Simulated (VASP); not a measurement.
# BaHf3H2 (I4/mmm) in VASP: notebook

Runs on BaHf3H2. Level: PBE. Tasks: single point.

Program: VASP 6.6.1. These are calculated values, not measurements. Logs are shortened: lines on timing, memory, paths and dates and some standing lists are left out, and cuts for length are marked.

## (1) The cell of the first run

It takes space group I4/mmm (No. 139, tetragonal). Conventional cell: a = 4.927 Å, b = 4.927 Å, c = 8.875 Å, α = 90.00°, β = 90.00°, γ = 90.00°. Ba (site symmetry 4/mmm) has 4 H at 2.46 Å and 12 Hf at 3.32 to 3.48 Å within 3.5 Å. Hf (site symmetry -4m2) has 2 H at 2.22 Å within 2.9 Å. Within 3.5 Å of Hf (site symmetry 4/mmm) lie 4 H at 2.46 Å and 8 Hf at 3.32 Å and 4 Ba at 3.48 Å. Within 2.9 Å of H (site symmetry mmm) lie 4 Hf at 2.22 to 2.46 Å and 2 Ba at 2.46 Å.

The cell was generated, and may not be a known phase.

## (2) Single point, PBE

INCAR reads:

```
SYSTEM = BaHf3H2
ALGO = Normal
EDIFF = 1E-7
ENCUT = 520
GGA = PE
ISIF = 2
ISMEAR = 0
LASPH = .True.
LCHARG = .False.
LREAL = .False.
LWAVE = .False.
NBANDS = 30
NELM = 80
PREC = Accurate
SIGMA = 0.1
```

KPOINTS reads:

```
k-points
0
Gamma
  4 4 4
  0 0 0
```

POSCAR reads:

```
BaHf3H2
1.0
   -2.4634366822      2.4634366822      4.4376806149
    2.4634366822     -2.4634366822      4.4376806149
    2.4634366822      2.4634366822     -4.4376806149
Ba Hf H
1 3 2
Direct
    0.0000000000      0.0000000000      0.0000000000
    0.7500000000      0.2500000000      0.5000000000
    0.2500000000      0.7500000000      0.5000000000
    0.5000000000      0.5000000000      0.0000000000
    0.5000000000      0.0000000000      0.5000000000
    0.0000000000      0.5000000000      0.5000000000
```

Potentials or basis: VASP PAW PBE potentials, release 64 (Ba_sv, Hf_pv, H).

Launch:

```console
> cat potpaw_PBE.64/Ba_sv/POTCAR potpaw_PBE.64/Hf_pv/POTCAR potpaw_PBE.64/H/POTCAR > POTCAR
> mpirun -np 1 vasp_std > vasp.out
```

OUTCAR:

```text
SYSTEM = BaHf3H2
   EDIFF = 1E-7
   ENCUT = 520
   GGA = PE
   ISIF = 2
   ISMEAR = 0
   LASPH = .True.
   LREAL = .False.
   NELM = 80
   PREC = Accurate

 ion  position               nearest neighbor table
   1  0.000  0.000  0.000-   5 2.46   6 2.46   6 2.46   5 2.46   2 3.32   3 3.32   2 3.32   3 3.32
                             2 3.32   2 3.32   3 3.32   3 3.32   4 3.48   4 3.48   4 3.48   4 3.48
   2  0.750  0.250  0.500-   5 2.22   6 2.22   1 3.32   4 3.32   1 3.32   4 3.32   4 3.32   1 3.32
                             4 3.32   1 3.32   3 3.48   3 3.48   3 3.48   3 3.48
   3  0.250  0.750  0.500-   5 2.22   6 2.22   1 3.32   4 3.32   1 3.32   4 3.32   1 3.32   4 3.32
                             1 3.32   4 3.32   2 3.48   2 3.48   2 3.48   2 3.48
   4  0.500  0.500  0.000-   2 3.32   3 3.32   2 3.32   3 3.32   3 3.32   2 3.32   3 3.32   2 3.32
                             1 3.48   1 3.48   1 3.48   1 3.48
   5  0.500  0.000  0.500-   2 2.22   3 2.22   1 2.46   1 2.46
   6  0.000  0.500  0.500-   2 2.22   3 2.22   1 2.46   1 2.46

  LATTYP: Found a body centered tetragonal cell.
 ALAT       =     4.9268733644
 C/A-ratio  =     1.8014185820

  Lattice vectors:

 A1 = (  -2.4634366822,   2.4634366822,   4.4376806149)
 A2 = (   2.4634366822,  -2.4634366822,   4.4376806149)
 A3 = (   2.4634366822,   2.4634366822,  -4.4376806149)

Analysis of symmetry for initial positions (statically):
=====================================================================
 Subroutine PRICEL returns:
 Original cell was already a primitive cell.

 Routine SETGRP: Setting up the symmetry group for a
 body centered tetragonal supercell.

 Subroutine GETGRP returns: Found 16 space group operations
 (whereof 16 operations were pure point group operations)
 out of a pool of 16 trial point group operations.

The static configuration has the point symmetry D_4h.

Analysis of symmetry for dynamics (positions and initial velocities):
=====================================================================
 Subroutine PRICEL returns:
 Original cell was already a primitive cell.

 Routine SETGRP: Setting up the symmetry group for a
 body centered tetragonal supercell.

 Subroutine GETGRP returns: Found 16 space group operations
 (whereof 16 operations were pure point group operations)
 out of a pool of 16 trial point group operations.

The dynamic configuration has the point symmetry D_4h.

 Subroutine INISYM returns: Found 16 space group operations
 (whereof 16 operations are pure point group operations),
 and found     1 'primitive' translations

----------------------------------------------------------------------------------------

                                     Primitive cell

  volume of cell :     107.7206

  direct lattice vectors                    reciprocal lattice vectors
    -2.463436682  2.463436682  4.437680615     0.000000000  0.202968480  0.112671470
     2.463436682 -2.463436682  4.437680615     0.202968480  0.000000000  0.112671470
     2.463436682  2.463436682 -4.437680615     0.202968480  0.202968480  0.000000000

  length of vectors
     5.641812636  5.641812636  5.641812636     0.232144490  0.232144490  0.287040778

  position of ions in fractional coordinates (direct lattice)
     0.000000000  0.000000000  0.000000000
     0.750000000  0.250000000  0.500000000
     0.250000000  0.750000000  0.500000000
     0.500000000  0.500000000  0.000000000
     0.500000000  0.000000000  0.500000000
     0.000000000  0.500000000  0.500000000

  ion indices of the primitive-cell ions
   primitive index   ion index
                 1           1
                 2           2
                 3           3
                 4           4
                 5           5
                 6           6

----------------------------------------------------------------------------------------

 KPOINTS: k-points

Automatic generation of k-mesh.
 Grid dimensions read from file:
 generate k-points for:    4    4    4

 Generating k-lattice:

  Cartesian coordinates                     Fractional coordinates (reciprocal lattice)
     0.000000000  0.050742120  0.028167868     0.250000000  0.000000000  0.000000000
     0.050742120  0.000000000  0.028167868     0.000000000  0.250000000  0.000000000
     0.050742120  0.050742120  0.000000000     0.000000000  0.000000000  0.250000000

  Length of vectors
     0.058036123  0.058036123  0.071760194

  Shift w.r.t. Gamma in fractional coordinates (k-lattice)
     0.000000000  0.000000000  0.000000000

 Subroutine IBZKPT returns following result:
 ===========================================

 Found     13 irreducible k-points:

 Following reciprocal coordinates:
            Coordinates               Weight
  0.000000  0.000000  0.000000      1.000000
  0.250000  0.000000  0.000000      8.000000
  0.500000  0.000000  0.000000      4.000000
  0.250000  0.250000  0.000000      8.000000
  0.500000  0.250000 -0.000000     16.000000
 -0.250000  0.250000  0.000000      4.000000
  0.500000  0.500000  0.000000      2.000000
  0.250000  0.250000  0.250000      2.000000
 -0.250000  0.250000  0.250000      4.000000
  0.500000  0.500000  0.250000      4.000000
 -0.250000  0.500000  0.250000      8.000000
 -0.250000 -0.250000  0.250000      2.000000
  0.500000  0.500000  0.500000      1.000000
   k-points           NKPTS =     13   k-points in BZ     NKDIM =     13   number of bands    NBANDS=     30
   number of dos      NEDOS =    301   number of ions     NIONS =      6
   total plane-waves  NPLWV =  74088
   dimension x,y,z NGX =    42 NGY =   42 NGZ =   42
   dimension x,y,z NGXF=    84 NGYF=   84 NGZF=   84
   ions per type =               1   3   2
   NGX,Y,Z   is equivalent  to a cutoff of  12.38, 12.38, 12.38 a.u.
   NGXF,Y,Z  is equivalent  to a cutoff of  24.75, 24.75, 24.75 a.u.
 SYSTEM =  BaHf3H2
   PREC   = accura    normal or accurate (medium, high low for compatibility)
   ISTART =      0    job   : 0-new  1-cont  2-samecut
   ICHARG =      2    charge: 1-file 2-atom 10-const
   ISPIN  =      1    spin polarized calculation?
   LNONCOLLINEAR =      F non collinear calculations
   LSORBIT =      F    spin-orbit coupling
   LASPH  =      T    aspherical Exc in radial PAW
   ENCUT  =  520.0 eV  38.22 Ry    6.18 a.u.  10.49 10.49 10.49*2*pi/ulx,y,z
   NELM   =     80;   NELMIN=  2; NELMDL= -5     # of ELM steps
   EDIFF  = 0.1E-06   stopping-criterion for ELM
   LREAL  =      F    real-space projection
   EDIFFG = 0.1E-05   stopping-criterion for IOM
   NSW    =      0    number of steps for IOM
   IBRION =     -1    ionic relax: 0-MD 1-quasi-New 2-CG
   NFREE  =      0    steps in history (QN), initial steepest desc. (CG)
   ISIF   =      2    stress and relaxation
   ISYM   =      2    0-nonsym 1-usesym 2-fastsym
   POTIM  = 0.5000    time-step for ionic-motion
   TEBEG  =    0.0;   TEEND  =   0.0 temperature during run
   PSTRESS=    0.0 pullay stress
   NELECT =      42.0000    total number of electrons
   NUPDOWN=      -1.0000    fix difference up-down
   EMIN   =  10.00;   EMAX   =-10.00  energy-range for DOS
   EFERMI =   0.00;   METHOD = LEGACY
   ISMEAR =     0;   SIGMA  =   0.10  broadening in eV -4-tet -1-fermi 0-gaus
   EFERMI_NEDOS =   21; number of points for ismear=-14 and -15
   IALGO  =     38    algorithm
   IMIX   =      4    mixing-type and parameters
     AMIX     =   0.40;   BMIX     =  1.00
     AMIX_MAG =   1.60;   BMIX_MAG =  1.00
  volume/ion in A,a.u.               =      17.95       121.16
  Fermi-wavevector in a.u.,A,eV,Ry     =   1.195983  2.260080 19.461436  1.430375
  Thomas-Fermi vector in A             =   2.331935
   LORBIT       =      0    0 simple, 1 ext, 2 COOP (PROOUT), +10 PAW based schemes
   GGA     = PE    functional components
   LHFCALC =     F    Hartree Fock is set to
   AEXX    =    0.0000 exact exchange contribution
   IVDW    =     0    specifies the selected vdW correction
   LEPSILON=     F    determine dielectric tensor
   LRPA    =     F    only Hartree local field effects (RPA)
 non-spin polarized calculation
 Gauss-broadening in eV      SIGMA  =   0.10
  energy-cutoff  :      520.00
  volume of cell :      107.72
 maximum number of plane-waves:      2913
 NGX is ok and might be reduce to    42
   NGX = 21   NGY = 21   NGZ = 21

 number of electron      41.9999999 magnetization

 Free energy of the ion-electron system (eV)
  ---------------------------------------------------
  ext. energy  EPLUGINS =         0.00000000
  ---------------------------------------------------
  free energy    TOTEN  =       -36.74870275 eV

  energy without entropy =      -36.72375152  energy(sigma->0) =      -36.73622714

 E-fermi :   4.4659     XC(G=0): -10.7622

 val. band max:        4.4658332115   @ k =   0.5000   0.5000   0.2500
 cond. band min:       4.5847173982   @ k =  -0.2500   0.5000   0.2500
 fundamental gap:      0.1188841867
 Fermi energy:         4.4659463398

 k-point     1 :       0.0000    0.0000    0.0000
  band No.  band energies     occupation
      1     -26.7732      2.00000
      2     -26.7155      2.00000
      3     -26.6391      2.00000
      4     -26.6391      2.00000
      5     -26.5992      2.00000
      6     -26.5992      2.00000
[... 22 lines left out ...]
     29       8.4583      0.00000
     30       8.8956      0.00000

 k-point     2 :       0.2500    0.0000    0.0000
  band No.  band energies     occupation
      1     -26.7745      2.00000
      2     -26.7441      2.00000
      3     -26.6596      2.00000
      4     -26.6183      2.00000
      5     -26.5631      2.00000
      6     -26.5603      2.00000
[... 22 lines left out ...]
     29       7.8170      0.00000
     30       8.2253      0.00000

 k-point     3 :       0.5000    0.0000    0.0000
  band No.  band energies     occupation
      1     -26.8029      2.00000
      2     -26.7236      2.00000
      3     -26.6703      2.00000
      4     -26.5929      2.00000
      5     -26.5317      2.00000
      6     -26.5290      2.00000
[... 22 lines left out ...]
     29       7.3747      0.00000
     30       8.3435      0.00000

 k-point     4 :       0.2500    0.2500    0.0000
  band No.  band energies     occupation
      1     -26.7867      2.00000
      2     -26.7595      2.00000
      3     -26.6621      2.00000
      4     -26.6050      2.00000
      5     -26.5800      2.00000
      6     -26.5131      2.00000
[... 22 lines left out ...]
     29       7.3570      0.00000
     30       7.8670      0.00000

 k-point     5 :       0.5000    0.2500   -0.0000
  band No.  band energies     occupation
      1     -26.8141      2.00000
      2     -26.7409      2.00000
      3     -26.6415      2.00000
      4     -26.6327      2.00000
      5     -26.5742      2.00000
      6     -26.5277      2.00000
[... 22 lines left out ...]
     29       6.8599      0.00000
     30       7.7752      0.00000
[... 163 lines left out ...]
     29       7.8308      0.00000
     30       8.4804      0.00000

 k-point    11 :      -0.2500    0.5000    0.2500
  band No.  band energies     occupation
      1     -26.7969      2.00000
      2     -26.7081      2.00000
      3     -26.6973      2.00000
      4     -26.6501      2.00000
      5     -26.5158      2.00000
      6     -26.5057      2.00000
[... 22 lines left out ...]
     29       7.9623      0.00000
     30       8.1436      0.00000

 k-point    12 :      -0.2500   -0.2500    0.2500
  band No.  band energies     occupation
      1     -26.7699      2.00000
      2     -26.7053      2.00000
      3     -26.6913      2.00000
      4     -26.6913      2.00000
      5     -26.5378      2.00000
      6     -26.5378      2.00000
[... 22 lines left out ...]
     29       8.0877      0.00000
     30       8.6660      0.00000

 k-point    13 :       0.5000    0.5000    0.5000
  band No.  band energies     occupation
      1     -26.7665      2.00000
      2     -26.7186      2.00000
      3     -26.7186      2.00000
      4     -26.6951      2.00000
      5     -26.4899      2.00000
      6     -26.4899      2.00000
[... 22 lines left out ...]
     29       7.5184      0.00000
     30       7.9955      0.00000

------------------------ aborting loop because EDIFF is reached ----------------------------------------

  FORCE on cell =-STRESS in cart. coord.  units (eV):
  Direction    XX          YY          ZZ          XY          YZ          ZX
  --------------------------------------------------------------------------------------
  -------------------------------------------------------------------------------------
  Total        0.3052216      0.3052216      0.5709989      0.0000000      0.0000000      0.0000000
  in kB        4.5396978      4.5396978      8.4927237      0.0000000      0.0000000      0.0000000
  external PRESSURE =       5.8573731 kB  Pullay stress =       0.0000000 kB

 VOLUME and BASIS-vectors are now :
 -----------------------------------------------------------------------------
  energy-cutoff  :      520.00
  volume of cell :      107.72
      direct lattice vectors                 reciprocal lattice vectors
    -2.463436682  2.463436682  4.437680615     0.000000000  0.202968480  0.112671470
     2.463436682 -2.463436682  4.437680615     0.202968480  0.000000000  0.112671470
     2.463436682  2.463436682 -4.437680615     0.202968480  0.202968480  0.000000000

 POSITION                                       TOTAL-FORCE (eV/Angst)
 -----------------------------------------------------------------------------------
      0.00000      0.00000      0.00000         0.000000      0.000000     -0.000000
     -0.00000      2.46344      2.21884         0.000000     -0.000000     -0.000000
      2.46344     -0.00000      2.21884        -0.000000     -0.000000      0.000000
      0.00000      0.00000      4.43768         0.000000      0.000000     -0.000000
      0.00000      2.46344      0.00000         0.000000      0.000000     -0.000000
      2.46344      0.00000      0.00000         0.000000      0.000000     -0.000000
 -----------------------------------------------------------------------------------
    total drift:                               -0.000000      0.000000      0.000000

  FREE ENERGIE OF THE ION-ELECTRON SYSTEM (eV)
  ---------------------------------------------------
  free  energy   TOTEN  =       -36.7487027547 eV

  energy  without entropy=      -36.7237515205  energy(sigma->0) =      -36.73622714
```

Run time: 2.3 min. Hardware: 1 thread of Oxide Virtual Turin-like, shared host; peak memory 0.23 GiB.

Results:

| Property | Result |
| --- | --- |
| Free energy | -36.7487 eV |
| Pressure | 0.6 GPa |
| Band gap on the k mesh | zero (bands 21 and 22 overlap by 1.13 eV) |

Levels at points of the mesh, in eV from the Fermi level:
```csv
k point,band 18,band 19,band 20,band 21,band 22,band 23,band 24,band 25
"(0.00, 0.00, 0.00)",-0.78,-0.51,-0.51,0.16,0.16,0.99,1.11,1.11
"(0.50, 0.00, 0.00)",-1.03,-0.78,-0.76,-0.35,-0.19,0.25,0.37,0.44
"(0.50, 0.50, 0.00)",-1.35,-1.23,-0.25,-0.01,0.00,0.15,0.86,0.92
"(0.50, 0.50, 0.50)",-1.64,-1.64,-0.61,-0.32,0.88,1.28,1.28,2.58
```

Caveat: the k points lie up to 0.36 Å⁻¹ apart, too coarse for converged energies and pressures of a metal; spin-orbit coupling is left out, which moves the levels of the heavy elements.

## (3) Single point, PBE

This run uses another cell than the first one, of 20.87 Å³/atom.

INCAR, as its differences from that of step 2:

```diff
@@ -1,4 +1,4 @@
 SYSTEM = BaHf3H2
-ALGO = Normal
-EDIFF = 1E-7
+ALGO = Fast
+EDIFF = 1E-6
 ENCUT = 520
```

KPOINTS is that of step 2.

POSCAR, as its differences from that of step 2:

```diff
@@ -2,5 +2,5 @@
 1.0
-   -2.4634366822      2.4634366822      4.4376806149
-    2.4634366822     -2.4634366822      4.4376806149
-    2.4634366822      2.4634366822     -4.4376806149
+   -2.9890902400      2.9890902400      3.5042968900
+    2.9890902400     -2.9890902400      3.5042968900
+    2.9890902400      2.9890902400     -3.5042968900
 Ba Hf H
```

Potentials or basis: VASP PAW PBE potentials, release 64 (Ba_sv, Hf_pv, H).

Launch:

```console
> cat potpaw_PBE.64/Ba_sv/POTCAR potpaw_PBE.64/Hf_pv/POTCAR potpaw_PBE.64/H/POTCAR > POTCAR
> mpirun -np 1 vasp_std > vasp.out
```

Wall time 2.2 min (1 thread of Oxide Virtual Turin-like, shared host); peak memory 0.24 GiB.

The run converged. Its results:

```yaml
Free_energy: -35.0090 eV
Pressure: 0.3 GPa
Band_gap_on_the_k_mesh: zero (bands 21 and 22 overlap by 0.30 eV)
```

Stress tensor (GPa, compression positive):
```
-6.42  0.00  0.00
 0.00 -6.42  0.00
 0.00  0.00 13.59
```

Levels at points of the mesh, in eV from the Fermi level:
```
           k point  band 17  band 18  band 19  band 20  band 21  band 22  band 23  band 24  band 25  band 26
(0.00, 0.00, 0.00)    -1.81    -0.81    -0.81    -0.52    -0.52     0.42     0.70     0.96     2.09     2.13
(0.50, 0.00, 0.00)    -1.92    -1.06    -0.75    -0.48    -0.24     0.04     0.18     0.32     0.64     1.70
(0.50, 0.50, 0.00)    -2.67    -1.45    -1.26    -0.82    -0.61     0.08     1.16     1.17     1.49     2.36
(0.50, 0.50, 0.50)    -1.62    -0.10    -0.10     0.26     0.35     0.57     0.57     0.83     1.30     1.30
```

Caveat: the stress differs along the axes, from -6 to 14 GPa; spin-orbit coupling is left out, which moves the levels of the heavy elements.

The gap in the log of VASP goes by the Fermi energy; the results here count the filled bands.